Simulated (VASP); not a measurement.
# AlGaN2 (P-4m2) in VASP: a series of runs

Runs on AlGaN2. Level: r2SCAN. Tasks: single point.

All numbers are computed with VASP 6.6.1; they aren't measurements. Logs are shortened: lines on timing, memory, paths and dates and some standing lists are left out, and cuts for length are marked.

### Step 1. The cell of the first run

It takes space group P-4m2 (No. 115, tetragonal). The conventional cell has a = 3.139 Å, b = 3.139 Å, c = 4.511 Å, α = 90.00°, β = 90.00°, γ = 90.00°. Al (site symmetry -4m2) has 4 N at 1.90 Å within 2.5 Å. Ga (site symmetry -4m2) has 4 N at 1.96 Å within 2.6 Å. N (site symmetry 2mm) has 2 Al at 1.90 Å and 2 Ga at 1.96 Å within 2.5 Å.

### Step 2. Single point, r2SCAN (strain along c alone, the other axes held: +2.0 %, then relaxed in part)

POSCAR reads:

```
AlGaN2
1.0
    3.1385264203      0.0000000000      0.0000000000
    0.0000000000      3.1385264203      0.0000000000
    0.0000000000      0.0000000000      4.5108038631
Al Ga N
1 1 2
Direct
    0.5000000000      0.5000000000      0.5000000000
    0.0000000000      0.0000000000      0.0000000000
    0.5000000000      0.0000000000      0.7393824805
    0.0000000000      0.5000000000      0.2606175195
```

INCAR.step1 reads:

```
PREC = Accurate
ENCUT = 520
ISMEAR = 0
SIGMA = 0.02
LREAL = False
LASPH = True
NELM = 100
NBANDS = 21
GGA = PE
ALGO = Normal
EDIFF = 1E-4
LWAVE = True
LCHARG = False
```

INCAR.step2 reads:

```
PREC = Accurate
ENCUT = 520
EDIFF = 1E-6
ISMEAR = 0
SIGMA = 0.02
LREAL = False
LASPH = True
NELM = 100
ALGO = Normal
ISIF = 2
LWAVE = False
LCHARG = True
METAGGA = R2SCAN
LMIXTAU = True
LELF = True
LVHAR = True
NBANDS = 21
ISTART = 1
```

KPOINTS reads:

```
regular mesh
0
Gamma
  8 8 6
```

Potentials or basis: VASP PAW PBE potentials, release 64 (Al, Ga_d, N).

Started as:

```console
$ cat potpaw_PBE.64/Al/POTCAR potpaw_PBE.64/Ga_d/POTCAR potpaw_PBE.64/N/POTCAR > POTCAR
$ cp INCAR.step1 INCAR
$ mpirun -np 1 vasp_std > vasp.out
$ cp INCAR.step2 INCAR
$ mpirun -np 1 vasp_std > vasp.out
```

OUTCAR:

```text
PREC = Accurate
   ENCUT = 520
   EDIFF = 1E-6
   ISMEAR = 0
   LREAL = False
   LASPH = True
   NELM = 100
   ISIF = 2
   METAGGA = R2SCAN
   ISTART = 1

 ion  position               nearest neighbor table
   1  0.500  0.500  0.500-   3 1.90   4 1.90   3 1.90   4 1.90
   2  0.000  0.000  0.000-   3 1.96   4 1.96   4 1.96   3 1.96
   3  0.500  0.000  0.739-   1 1.90   1 1.90   2 1.96   2 1.96
   4  0.000  0.500  0.261-   1 1.90   1 1.90   2 1.96   2 1.96

  LATTYP: Found a simple tetragonal cell.
 ALAT       =     3.1385264203
 C/A-ratio  =     1.4372362246

  Lattice vectors:

 A1 = (   3.1385264203,   0.0000000000,   0.0000000000)
 A2 = (   0.0000000000,   3.1385264203,   0.0000000000)
 A3 = (   0.0000000000,   0.0000000000,   4.5108038631)

Analysis of symmetry for initial positions (statically):
=====================================================================
 Subroutine PRICEL returns:
 Original cell was already a primitive cell.

 Routine SETGRP: Setting up the symmetry group for a
 simple tetragonal supercell.

 Subroutine GETGRP returns: Found  8 space group operations
 (whereof  8 operations were pure point group operations)
 out of a pool of 16 trial point group operations.

The static configuration has the point symmetry D_2d.

Analysis of symmetry for dynamics (positions and initial velocities):
=====================================================================
 Subroutine PRICEL returns:
 Original cell was already a primitive cell.

 Routine SETGRP: Setting up the symmetry group for a
 simple tetragonal supercell.

 Subroutine GETGRP returns: Found  8 space group operations
 (whereof  8 operations were pure point group operations)
 out of a pool of 16 trial point group operations.

The dynamic configuration has the point symmetry D_2d.

 Subroutine INISYM returns: Found  8 space group operations
 (whereof  8 operations are pure point group operations),
 and found     1 'primitive' translations

----------------------------------------------------------------------------------------

                                     Primitive cell

  volume of cell :      44.4330

  direct lattice vectors                    reciprocal lattice vectors
     3.138526420  0.000000000  0.000000000     0.318620864  0.000000000  0.000000000
     0.000000000  3.138526420  0.000000000     0.000000000  0.318620864  0.000000000
     0.000000000  0.000000000  4.510803863     0.000000000  0.000000000  0.221689976

  length of vectors
     3.138526420  3.138526420  4.510803863     0.318620864  0.318620864  0.221689976

  position of ions in fractional coordinates (direct lattice)
     0.500000000  0.500000000  0.500000000
     0.000000000  0.000000000  0.000000000
     0.500000000  0.000000000  0.739382480
     0.000000000  0.500000000  0.260617520

  ion indices of the primitive-cell ions
   primitive index   ion index
                 1           1
                 2           2
                 3           3
                 4           4

----------------------------------------------------------------------------------------

 KPOINTS: regular mesh

Automatic generation of k-mesh.
 Grid dimensions read from file:
 generate k-points for:    8    8    6

 Generating k-lattice:

  Cartesian coordinates                     Fractional coordinates (reciprocal lattice)
     0.039827608  0.000000000  0.000000000     0.125000000  0.000000000  0.000000000
     0.000000000  0.039827608  0.000000000     0.000000000  0.125000000  0.000000000
     0.000000000  0.000000000  0.036948329     0.000000000  0.000000000  0.166666667

  Length of vectors
     0.039827608  0.039827608  0.036948329

  Shift w.r.t. Gamma in fractional coordinates (k-lattice)
     0.000000000  0.000000000  0.000000000

 Subroutine IBZKPT returns following result:
 ===========================================

 Found     60 irreducible k-points:

 Following reciprocal coordinates:
            Coordinates               Weight
  0.000000  0.000000  0.000000      1.000000
  0.125000  0.000000  0.000000      4.000000
  0.250000  0.000000  0.000000      4.000000
  0.375000  0.000000  0.000000      4.000000
  0.500000  0.000000  0.000000      2.000000
  0.125000  0.125000  0.000000      4.000000
[... 16 lines left out ...]
  0.375000  0.125000  0.166667     16.000000
  0.500000  0.125000  0.166667      8.000000
 [... further k-points ...]
   k-points           NKPTS =     60   k-points in BZ     NKDIM =     60   number of bands    NBANDS=     21
   number of dos      NEDOS =    301   number of ions     NIONS =      4
   total plane-waves  NPLWV =  20736
   dimension x,y,z NGX =    24 NGY =   24 NGZ =   36
   dimension x,y,z NGXF=    48 NGYF=   48 NGZF=   72
   ions per type =               1   1   2
   NGX,Y,Z   is equivalent  to a cutoff of  12.71, 12.71, 13.27 a.u.
   NGXF,Y,Z  is equivalent  to a cutoff of  25.43, 25.43, 26.54 a.u.
 SYSTEM =  unknown system
   PREC   = accura    normal or accurate (medium, high low for compatibility)
   ISTART =      1    job   : 0-new  1-cont  2-samecut
   ICHARG =      0    charge: 1-file 2-atom 10-const
   ISPIN  =      1    spin polarized calculation?
   LNONCOLLINEAR =      F non collinear calculations
   LSORBIT =      F    spin-orbit coupling
   LASPH  =      T    aspherical Exc in radial PAW
   ENCUT  =  520.0 eV  38.22 Ry    6.18 a.u.   5.84  5.84  8.39*2*pi/ulx,y,z
   NELM   =    100;   NELMIN=  2; NELMDL=  0     # of ELM steps
   EDIFF  = 0.1E-05   stopping-criterion for ELM
   LREAL  =      F    real-space projection
   EDIFFG = 0.1E-04   stopping-criterion for IOM
   NSW    =      0    number of steps for IOM
   IBRION =     -1    ionic relax: 0-MD 1-quasi-New 2-CG
   NFREE  =      0    steps in history (QN), initial steepest desc. (CG)
   ISIF   =      2    stress and relaxation
   ISYM   =      2    0-nonsym 1-usesym 2-fastsym
   POTIM  = 0.5000    time-step for ionic-motion
   TEBEG  =    0.0;   TEEND  =   0.0 temperature during run
   PSTRESS=    0.0 pullay stress
   NELECT =      26.0000    total number of electrons
   NUPDOWN=      -1.0000    fix difference up-down
   EMIN   =  10.00;   EMAX   =-10.00  energy-range for DOS
   EFERMI =   0.00;   METHOD = LEGACY
   ISMEAR =     0;   SIGMA  =   0.02  broadening in eV -4-tet -1-fermi 0-gaus
   EFERMI_NEDOS =   21; number of points for ismear=-14 and -15
   IALGO  =     38    algorithm
   IMIX   =      4    mixing-type and parameters
     AMIX     =   0.40;   BMIX     =  1.00
     AMIX_MAG =   1.60;   BMIX_MAG =  1.00
  volume/ion in A,a.u.               =      11.11        74.96
  Fermi-wavevector in a.u.,A,eV,Ry     =   1.369296  2.587595 25.510548  1.874972
  Thomas-Fermi vector in A             =   2.495184
   LORBIT       =      0    0 simple, 1 ext, 2 COOP (PROOUT), +10 PAW based schemes
   METAGGA = R2SCAN    functional components
   LHFCALC =     F    Hartree Fock is set to
   AEXX    =    0.0000 exact exchange contribution
   IVDW    =     0    specifies the selected vdW correction
   LEPSILON=     F    determine dielectric tensor
   LRPA    =     F    only Hartree local field effects (RPA)
 non-spin polarized calculation
 Gauss-broadening in eV      SIGMA  =   0.02
  energy-cutoff  :      520.00
  volume of cell :       44.43
 maximum number of plane-waves:      1228
 NGX is ok and might be reduce to    24
   NGX = 11   NGY = 11   NGZ = 17

 number of electron      25.9999981 magnetization

 Free energy of the ion-electron system (eV)
  ---------------------------------------------------
  ext. energy  EPLUGINS =         0.00000000
  ---------------------------------------------------
  free energy    TOTEN  =       -41.06152723 eV

  energy without entropy =      -41.06152723  energy(sigma->0) =      -41.06152723

 E-fermi :   5.3462     XC(G=0): -11.9734

 val. band max:        5.2304712744   @ k =   0.0000   0.0000   0.0000
 cond. band min:       8.4287660723   @ k =   0.0000   0.0000   0.0000
 fundamental gap:      3.1982947979
 Fermi energy:         5.3461654755

 k-point     1 :       0.0000    0.0000    0.0000
  band No.  band energies     occupation
      1     -10.9548      2.00000
      2      -9.4491      2.00000
      3      -8.1257      2.00000
      4      -8.1257      2.00000
      5      -8.0568      2.00000
      6      -7.9178      2.00000
[... 13 lines left out ...]
     20      18.5632      0.00000
     21      21.1179      0.00000

 k-point     2 :       0.1250    0.0000    0.0000
  band No.  band energies     occupation
      1     -10.8236      2.00000
      2      -9.4498      2.00000
      3      -8.1331      2.00000
      4      -8.1230      2.00000
      5      -8.0343      2.00000
      6      -7.9287      2.00000
[... 13 lines left out ...]
     20      18.3689      0.00000
     21      20.6444      0.00000

 k-point     3 :       0.2500    0.0000    0.0000
  band No.  band energies     occupation
      1     -10.4734      2.00000
      2      -9.4651      2.00000
      3      -8.1179      2.00000
      4      -8.1166      2.00000
      5      -7.9605      2.00000
      6      -7.9550      2.00000
[... 13 lines left out ...]
     20      17.8141      0.00000
     21      19.5657      0.00000

 k-point     4 :       0.3750    0.0000    0.0000
  band No.  band energies     occupation
      1     -10.0434      2.00000
      2      -9.5242      2.00000
      3      -8.1100      2.00000
      4      -8.0728      2.00000
      5      -7.9812      2.00000
      6      -7.7775      2.00000
[... 13 lines left out ...]
     20      17.8227      0.00000
     21      18.5748      0.00000

 k-point     5 :       0.5000    0.0000    0.0000
  band No.  band energies     occupation
      1      -9.7743      2.00000
      2      -9.6271      2.00000
      3      -8.1071      2.00000
      4      -8.0515      2.00000
      5      -7.9920      2.00000
      6      -7.5262      2.00000
[... 13 lines left out ...]
     20      17.9265      0.00000
     21      18.0578      0.00000
[... 382 lines left out ...]
     20      17.8707      0.00000
     21      19.4985      0.00000

 k-point    22 :       0.2500    0.1250    0.1667
  band No.  band energies     occupation
      1     -10.2889      2.00000
      2      -9.4820      2.00000
      3      -8.1376      2.00000
      4      -8.0652      2.00000
      5      -7.9775      2.00000
      6      -7.9214      2.00000
[... 13 lines left out ...]
     20      17.9604      0.00000
     21      18.7448      0.00000

 k-point    23 :       0.3750    0.1250    0.1667
  band No.  band energies     occupation
      1      -9.9290      2.00000
      2      -9.5101      2.00000
      3      -8.1194      2.00000
      4      -8.0283      2.00000
      5      -8.0002      2.00000
      6      -7.7066      2.00000
[... 13 lines left out ...]
     20      18.0221      0.00000
     21      18.4517      0.00000

 k-point    24 :       0.5000    0.1250    0.1667
  band No.  band energies     occupation
      1      -9.7300      2.00000
      2      -9.5682      2.00000
      3      -8.1127      2.00000
      4      -8.0127      2.00000
      5      -8.0125      2.00000
      6      -7.4522      2.00000
[... 13 lines left out ...]
     20      18.1021      0.00000
     21      18.2336      0.00000

 [... further k-points ...]
[... 5 lines left out ...]
  --------------------------------------------------------------------------------------
  -------------------------------------------------------------------------------------
  Total       -0.7396688     -0.7396688     -1.5140500      0.0000000      0.0000000      0.0000000
  in kB      -26.6711889    -26.6711889    -54.5940456      0.0000000      0.0000000      0.0000000
  external PRESSURE =     -35.9788078 kB  Pullay stress =       0.0000000 kB

 VOLUME and BASIS-vectors are now :
 -----------------------------------------------------------------------------
  energy-cutoff  :      520.00
  volume of cell :       44.43
      direct lattice vectors                 reciprocal lattice vectors
     3.138526420  0.000000000  0.000000000     0.318620864  0.000000000  0.000000000
     0.000000000  3.138526420  0.000000000     0.000000000  0.318620864  0.000000000
     0.000000000  0.000000000  4.510803863     0.000000000  0.000000000  0.221689976

 POSITION                                       TOTAL-FORCE (eV/Angst)
 -----------------------------------------------------------------------------------
      1.56926      1.56926      2.25540        -0.000000     -0.000000     -0.000000
      0.00000      0.00000      0.00000        -0.000000      0.000000     -0.000000
      1.56926      0.00000      3.33521         0.000000      0.000000     -0.089257
      0.00000      1.56926      1.17559        -0.000000      0.000000      0.089257
 -----------------------------------------------------------------------------------
    total drift:                                0.000000      0.000000     -0.000000

  FREE ENERGIE OF THE ION-ELECTRON SYSTEM (eV)
  ---------------------------------------------------
  free  energy   TOTEN  =       -41.0615272276 eV

  energy  without entropy=      -41.0615272276  energy(sigma->0) =      -41.06152723
```

It took 67 s on 1 thread of Intel Xeon 6975P-C (Granite Rapids), shared host; peak memory 0.19 GiB.

Results:

```yaml
Free_energy: -41.0615 eV
Pressure: -3.6 GPa
Largest_force: 0.089 eV/Å
Band_gap_on_the_k_mesh: 3.20 eV, direct
```

Forces on the atoms (eV/Å):
```
Al   0.000  0.000  0.000
Ga   0.000  0.000  0.000
N    0.000  0.000 -0.089
N    0.000  0.000  0.089
```

Levels at points of the mesh, in eV from the valence-band top:
```csv
k point,band 10,band 11,band 12,band 13,band 14,band 15,band 16,band 17
"(0.00, 0.00, 0.00)",-2.27,-0.29,0.00,0.00,3.20,4.10,8.45,11.89
"(0.50, 0.00, 0.00)",-3.03,-2.97,-0.97,-0.59,7.61,7.76,8.78,9.12
"(0.50, 0.50, 0.00)",-2.39,-2.35,-2.35,-2.35,3.76,3.76,6.74,9.35
"(0.00, 0.00, 0.50)",-1.55,-1.55,-0.94,-0.94,5.70,5.80,8.53,10.07
"(0.50, 0.00, 0.50)",-0.98,-0.96,-0.73,-0.49,5.62,7.11,9.89,10.15
"(0.50, 0.50, 0.50)",-3.95,-3.31,-3.19,-3.19,6.59,6.59,9.34,11.37
```

Caveat: the cell differs from its parent crystal (strain along c alone, the other axes held: +2.0 %, then relaxed in part); the PAW data sets were made with another functional, which shifts forces and pressure a little.

### Step 3. Single point, r2SCAN (strain along c alone, the other axes held: +4.0 %, then relaxed in part)

POSCAR reads:

```
AlGaN2
1.0
    3.1385264203      0.0000000000      0.0000000000
    0.0000000000      3.1385264203      0.0000000000
    0.0000000000      0.0000000000      4.5992509976
Al Ga N
1 1 2
Direct
    0.5000000000      0.5000000000      0.5000000000
    0.0000000000      0.0000000000      0.0000000000
    0.5000000000      0.0000000000      0.7396338529
    0.0000000000      0.5000000000      0.2603661471
```

INCAR.step1 reads:

```
ALGO = Normal
EDIFF = 1E-4
ENCUT = 520
GGA = PE
ISMEAR = 0
LASPH = True
LCHARG = False
LREAL = False
LWAVE = True
NBANDS = 21
NELM = 80
PREC = Accurate
SIGMA = 0.02
```

INCAR.step2 reads:

```
ALGO = Normal
EDIFF = 1E-6
ENCUT = 520
ISIF = 2
ISMEAR = 0
ISTART = 1
LASPH = True
LCHARG = False
LMIXTAU = True
LREAL = False
LWAVE = False
METAGGA = R2SCAN
NBANDS = 21
NELM = 80
PREC = Accurate
SIGMA = 0.02
```

KPOINTS reads:

```
k-points
0
Gamma
  8 8 6
```

Potentials or basis: VASP PAW PBE potentials, release 64 (Al, Ga_d, N).

Started as:

```console
$ cat potpaw_PBE.64/Al/POTCAR potpaw_PBE.64/Ga_d/POTCAR potpaw_PBE.64/N/POTCAR > POTCAR
$ cp INCAR.step1 INCAR
$ mpirun -np 1 vasp_std > vasp.out
$ cp INCAR.step2 INCAR
$ mpirun -np 1 vasp_std > vasp.out
```

Run time: 67 s. Hardware: 1 thread of Intel Xeon 6975P-C (Granite Rapids), shared host; peak memory 0.2 GiB.

The run converged. Its results:

```
Free energy            : -41.0172 eV
Pressure               : -7.1 GPa
Largest force          : 0.087 eV/Å
Band gap on the k mesh : 3.02 eV, direct
```

Forces on the atoms (eV/Å):
```
Al   0.000  0.000  0.000
Ga   0.000  0.000  0.000
N    0.000  0.000 -0.087
N    0.000  0.000  0.087
```

Stress tensor (GPa, compression positive):
```
 -5.18   0.00   0.00
  0.00  -5.18   0.00
  0.00   0.00 -10.99
```

Levels at points of the mesh, in eV from the valence-band top:
```
           k point  band 10  band 11  band 12  band 13  band 14  band 15  band 16  band 17
(0.00, 0.00, 0.00)    -2.15    -0.36     0.00     0.00     3.02     4.12     8.50    11.69
(0.50, 0.00, 0.00)    -3.07    -3.05    -0.90    -0.52     7.42     7.67     8.81     9.07
(0.50, 0.50, 0.00)    -2.41    -2.38    -2.38    -2.38     3.69     3.69     6.48     9.13
(0.00, 0.00, 0.50)    -1.47    -1.47    -0.88    -0.88     5.57     5.62     8.34    10.04
(0.50, 0.00, 0.50)    -1.06    -0.89    -0.85    -0.43     5.39     6.89     9.76    10.02
(0.50, 0.50, 0.50)    -3.87    -3.27    -3.15    -3.15     6.40     6.40     9.03    10.88
```

Caveat: the cell differs from its parent crystal (strain along c alone, the other axes held: +4.0 %, then relaxed in part); the PAW data sets were made with another functional, which shifts forces and pressure a little.
